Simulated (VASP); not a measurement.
# Mo (P6/mmm) in VASP: further runs, part 2 of 3

VASP 6.6.1. Earlier steps stand in the parts before.

### 4 Relaxation of cell and atoms, PBE

This run uses another cell than the first one, of 16.15 Å³/atom, 0.963 times its volume.

INCAR

```
SYSTEM = Mo
PREC = Accurate
ENCUT = 600
EDIFF = 1E-7
ISMEAR = 0
SIGMA = 0.1
LREAL = .FALSE.
LASPH = .TRUE.
NELM = 100
ALGO = Normal
ISIF = 3
LWAVE = .FALSE.
LCHARG = .FALSE.
GGA = PE
IBRION = 2
NSW = 90
EDIFFG = -0.04
```

KPOINTS

```
regular mesh
0
G
  9 9 6
  0 0 0
```

POSCAR

```
Mo
1.0
    2.7126311043      0.0000000000      0.0000000000
   -1.3563155522      2.3492074474      0.0000000000
    0.0000000000      0.0000000000      2.5346146881
Mo
1
Direct
    0.0000000000      0.0000000000      0.0000000000
```

Potentials or basis: VASP PAW PBE potentials, release 64 (Mo_sv).

The run is started by

```
$ cat potpaw_PBE.64/Mo_sv/POTCAR > POTCAR
$ mpirun -np 1 vasp_std > vasp.out
```

OUTCAR:

```text
SYSTEM = Mo
   PREC = Accurate
   ENCUT = 600
   EDIFF = 1E-7
   ISMEAR = 0
   LREAL = .FALSE.
   LASPH = .TRUE.
   NELM = 100
   ISIF = 3
   GGA = PE
   IBRION = 2
   NSW = 90
   EDIFFG = -0.04

 ion  position               nearest neighbor table
   1  0.000  0.000  0.000-

  LATTYP: Found a hexagonal cell.
 ALAT       =     2.7126311043
 C/A-ratio  =     0.9343750000

  Lattice vectors:

 A1 = (   2.7126311043,   0.0000000000,   0.0000000000)
 A2 = (  -1.3563155522,   2.3492074474,   0.0000000000)
 A3 = (   0.0000000000,   0.0000000000,   2.5346146881)

Analysis of symmetry for initial positions (statically):
=====================================================================
 Subroutine PRICEL returns:
 Original cell was already a primitive cell.

 Routine SETGRP: Setting up the symmetry group for a
 hexagonal supercell.

 Subroutine GETGRP returns: Found 24 space group operations
 (whereof 24 operations were pure point group operations)
 out of a pool of 24 trial point group operations.

The static configuration has the point symmetry D_6h.

Analysis of symmetry for dynamics (positions and initial velocities):
=====================================================================
 Subroutine PRICEL returns:
[... 164 lines left out ...]
  -------------------------------------------------------------------------------------
  Total        1.2999214      1.2999214      0.2151917     -0.0000000      0.0000000      0.0000000
  in kB      128.9447370    128.9447370     21.3457770     -0.0000000      0.0000000      0.0000000
  external PRESSURE =      93.0784170 kB  Pullay stress =       0.0000000 kB
[... 22 lines left out ...]
--------------------------------------- Ionic step        2  -------------------------------------------

 number of electron      13.9999996 magnetization

 E-fermi :   9.9014     XC(G=0): -12.3871

 val. band max:        9.8411549824   @ k =   0.1111   0.0000   0.5000
 cond. band min:       9.9055240190   @ k =   0.2222   0.0000   0.5000
 fundamental gap:      0.0643690366
 Fermi energy:         9.9014148258

 k-point     1 :       0.0000    0.0000    0.0000
  band No.  band energies     occupation
      1     -51.0183      2.00000
      2     -24.5777      2.00000
      3     -24.5777      2.00000
      4     -24.2503      2.00000
      5       3.6182      2.00000
      6       6.1309      2.00000
      7       9.2000      2.00000
      8       9.2000      2.00000
      9      13.7277      0.00000
     10      13.7277      0.00000
     11      22.5516      0.00000
[... 461 lines left out ...]
--------------------------------------- Ionic step        6  -------------------------------------------

 number of electron      14.0000000 magnetization

 Free energy of the ion-electron system (eV)
  ---------------------------------------------------
  ext. energy  EPLUGINS =         0.00000000
  ---------------------------------------------------
  free energy    TOTEN  =       -10.12370789 eV

  energy without entropy =      -10.11976074  energy(sigma->0) =      -10.12173432

 E-fermi :  11.2443     XC(G=0): -12.8931

 val. band max:       11.2190890361   @ k =   0.2222   0.1111   0.5000
 cond. band min:      11.2960487580   @ k =   0.3333   0.3333   0.3333
 fundamental gap:      0.0769597219
 Fermi energy:        11.2443032405

 k-point     1 :       0.0000    0.0000    0.0000
  band No.  band energies     occupation
      1     -49.6811      2.00000
      2     -23.0361      2.00000
      3     -23.0361      2.00000
      4     -22.8297      2.00000
      5       4.6247      2.00000
      6       7.0685      2.00000
      7      10.4410      2.00000
      8      10.4410      2.00000
      9      15.4666      0.00000
     10      15.4666      0.00000
     11      24.1844      0.00000
[... 350 lines left out ...]
  FREE ENERGIE OF THE ION-ELECTRON SYSTEM (eV)
  ---------------------------------------------------
  free  energy   TOTEN  =       -10.1237078909 eV

  energy  without entropy=      -10.1197607413  energy(sigma->0) =      -10.12173432

 reached required accuracy - stopping structural energy minimisation
```

CONTCAR:

```text
Mo
   1.00000000000000
     2.7693021288700845   -0.0000000000012083   -0.0000000000000000
    -1.3846510644871330    2.3982859943355570    0.0000000000000000
     0.0000000000000000    0.0000000000000000    2.5291567178652503
  Mo
     1
Direct
     0.0000000000000000    0.0000000000000000    0.0000000000000000

  0.00000000E+00  0.00000000E+00  0.00000000E+00
```

It took 24 s on 1 thread of Intel Xeon 6975P-C, shared host; peak memory 0.15 GiB.

Results:

```yaml
Free_energy: -10.1237 eV
Relaxed_volume: 16.80 Å³/atom
Relaxed_cell: a = 2.769 Å, b = 2.769 Å, c = 2.529 Å, α = 90.00°, β = 90.00°, γ = 120.00°
Space_group_after_relaxing_to_0.05_Å: P6/mmm (No. 191)
Energy_gained_by_relaxing: 26.1 meV/atom
Ionic_steps: 6
Pressure_after_relaxing: -0.1 GPa
Band_gap_on_the_k_mesh: zero (band 7 reaches 11.99 eV, above the bottom of band 8 at 10.44 eV)
```

The path:
| step | energy change (eV) | largest force (eV/Å) | pressure (GPa) | volume (Å³) |
| --- | --- | --- | --- | --- |
| 1 | 0.0000 | 0.0000 | 9.31 | 16.15 |
| 2 | 0.0687 | 0.0000 | -16.10 | 18.43 |
| 3 | -0.0253 | 0.0000 | -1.03 | 16.88 |
| 4 | -0.0254 | 0.0000 | -0.75 | 16.85 |
| 5 | -0.0254 | 0.0000 | 0.75 | 16.74 |
| 6 | -0.0261 | 0.0000 | -0.06 | 16.80 |

Final structure:
```yaml
crystal:
  lattice:
    - [2.76930, 0.00000, 0.00000]
    - [-1.38465, 2.39829, 0.00000]
    - [0.00000, 0.00000, 2.52916]
  atoms:
    - { symbol: Mo, position: [0.00000, 0.00000, 0.00000] }
```

Caveat: the k points lie up to 0.41 Å⁻¹ apart in the final cell.

### 5 Single point, PBE

This run uses another cell than the first one, of 16.80 Å³/atom, 1.002 times its volume.

INCAR

```
ALGO = Fast
EDIFF = 1E-6
ENCUT = 520
GGA = PE
ISIF = 2
ISMEAR = 0
LASPH = True
LCHARG = False
LREAL = False
LWAVE = False
NBANDS = 13
NELM = 80
PREC = Accurate
SIGMA = 0.1
```

KPOINTS

```
k-points
0
Gamma
  24 24 22
```

POSCAR

```
Mo
1.0
    2.7737884602      0.0000000000      0.0000000000
   -1.3868942301      2.4021712713      0.0000000000
    0.0000000000      0.0000000000      2.5219612327
Mo
1
Direct
    0.0000000000      0.0000000000      0.0000000000
```

Potentials or basis: VASP PAW PBE potentials, release 64 (Mo_sv).

The run is started by

```
$ cat potpaw_PBE.64/Mo_sv/POTCAR > POTCAR
$ mpirun -np 1 vasp_std > vasp.out
```

OUTCAR:

```text
EDIFF = 1E-6
   ENCUT = 520
   GGA = PE
   ISIF = 2
   ISMEAR = 0
   LASPH = True
   LREAL = False
   NELM = 80
   PREC = Accurate

 ion  position               nearest neighbor table
   1  0.000  0.000  0.000-

  LATTYP: Found a hexagonal cell.
 ALAT       =     2.7737884602
 C/A-ratio  =     0.9092118123

  Lattice vectors:

 A1 = (   2.7737884602,   0.0000000000,   0.0000000000)
 A2 = (  -1.3868942301,   2.4021712713,   0.0000000000)
 A3 = (   0.0000000000,   0.0000000000,   2.5219612327)

Analysis of symmetry for initial positions (statically):
=====================================================================
 Subroutine PRICEL returns:
 Original cell was already a primitive cell.

 Routine SETGRP: Setting up the symmetry group for a
 hexagonal supercell.

 Subroutine GETGRP returns: Found 24 space group operations
 (whereof 24 operations were pure point group operations)
 out of a pool of 24 trial point group operations.

The static configuration has the point symmetry D_6h.

Analysis of symmetry for dynamics (positions and initial velocities):
=====================================================================
 Subroutine PRICEL returns:
 Original cell was already a primitive cell.

 Routine SETGRP: Setting up the symmetry group for a
 hexagonal supercell.

 Subroutine GETGRP returns: Found 24 space group operations
 (whereof 24 operations were pure point group operations)
 out of a pool of 24 trial point group operations.

The dynamic configuration has the point symmetry D_6h.

 Subroutine INISYM returns: Found 24 space group operations
 (whereof 24 operations are pure point group operations),
 and found     1 'primitive' translations

----------------------------------------------------------------------------------------

[... 111 lines left out ...]
  volume/ion in A,a.u.               =      16.80       113.40
  Fermi-wavevector in a.u.,A,eV,Ry     =   1.540443  2.911015 32.286140  2.372964
  Thomas-Fermi vector in A             =   2.646529
   LORBIT       =      0    0 simple, 1 ext, 2 COOP (PROOUT), +10 PAW based schemes
   GGA     = PE    functional components
   LHFCALC =     F    Hartree Fock is set to
   AEXX    =    0.0000 exact exchange contribution
   IVDW    =     0    specifies the selected vdW correction
   LEPSILON=     F    determine dielectric tensor
   LRPA    =     F    only Hartree local field effects (RPA)
 non-spin polarized calculation
 RMM-DIIS sequential band-by-band and
 Gauss-broadening in eV      SIGMA  =   0.10
  energy-cutoff  :      520.00
  volume of cell :       16.80
 maximum number of plane-waves:       466
 NGX is ok and might be reduce to    24
   NGX = 11   NGY = 11   NGZ =  9

 number of electron      14.0000000 magnetization

 Free energy of the ion-electron system (eV)
  ---------------------------------------------------
  ext. energy  EPLUGINS =         0.00000000
  ---------------------------------------------------
  free energy    TOTEN  =       -10.06416133 eV

  energy without entropy =      -10.05973600  energy(sigma->0) =      -10.06194867

 E-fermi :  11.2936     XC(G=0): -12.8926

 val. band max:       11.2929855898   @ k =   0.2917  -0.0000   0.2727
 cond. band min:      11.2966600568   @ k =   0.4167  -0.0000   0.0455
 fundamental gap:      0.0036744670
 Fermi energy:        11.2935925389

 k-point     1 :       0.0000    0.0000    0.0000
  band No.  band energies     occupation
      1     -49.6973      2.00000
      2     -23.0607      2.00000
      3     -23.0607      2.00000
      4     -22.8230      2.00000
      5       4.6194      2.00000
      6       7.0457      2.00000
      7      10.4187      2.00000
      8      10.4187      2.00000
      9      15.4703      0.00000
     10      15.4703      0.00000
     11      24.1384      0.00000
     12      27.7160      0.00000
     13      31.4217      0.00000
[... 354 lines left out ...]
  band No.  band energies     occupation
      1     -49.5052      2.00000
      2     -24.2691      2.00000
      3     -23.3571      2.00000
      4     -22.6922      2.00000
      5       6.6098      2.00000
      6       8.0860      2.00000
      7      12.0694      0.00000
      8      12.6957      0.00000
      9      14.8353      0.00000
     10      15.5515      0.00000
     11      21.0217      0.00000
     12      24.2685      0.00000
     13      28.4318      0.00000

 [... further k-points ...]
[... 5 lines left out ...]
  --------------------------------------------------------------------------------------
  -------------------------------------------------------------------------------------
  Total        0.0484270      0.0484270      0.0749673      0.0000000     -0.0000000      0.0000000
  in kB        4.6172406      4.6172406      7.1477037      0.0000000     -0.0000000      0.0000000
  external PRESSURE =       5.4607283 kB  Pullay stress =       0.0000000 kB

 VOLUME and BASIS-vectors are now :
 -----------------------------------------------------------------------------
  energy-cutoff  :      520.00
  volume of cell :       16.80
      direct lattice vectors                 reciprocal lattice vectors
     2.773788460  0.000000000  0.000000000     0.360517759  0.208145025  0.000000000
    -1.386894230  2.402171271  0.000000000     0.000000000  0.416290051  0.000000000
     0.000000000  0.000000000  2.521961233     0.000000000  0.000000000  0.396516801

 POSITION                                       TOTAL-FORCE (eV/Angst)
 -----------------------------------------------------------------------------------
      0.00000      0.00000      0.00000         0.000000      0.000000      0.000000
 -----------------------------------------------------------------------------------
    total drift:                                0.000000      0.000000      0.000000

  FREE ENERGIE OF THE ION-ELECTRON SYSTEM (eV)
  ---------------------------------------------------
  free  energy   TOTEN  =       -10.0641613310 eV

  energy  without entropy=      -10.0597360023  energy(sigma->0) =      -10.06194867
```

Run time: 72 s. Hardware: 1 thread of Intel Xeon 6975P-C, shared host; peak memory 0.26 GiB.

Results:

```
Free energy            : -10.0642 eV
Pressure               : 0.5 GPa
Band gap on the k mesh : zero (band 7 reaches 12.23 eV, above the bottom of band 8 at 10.42 eV)
```

[end of part 2 of 3]
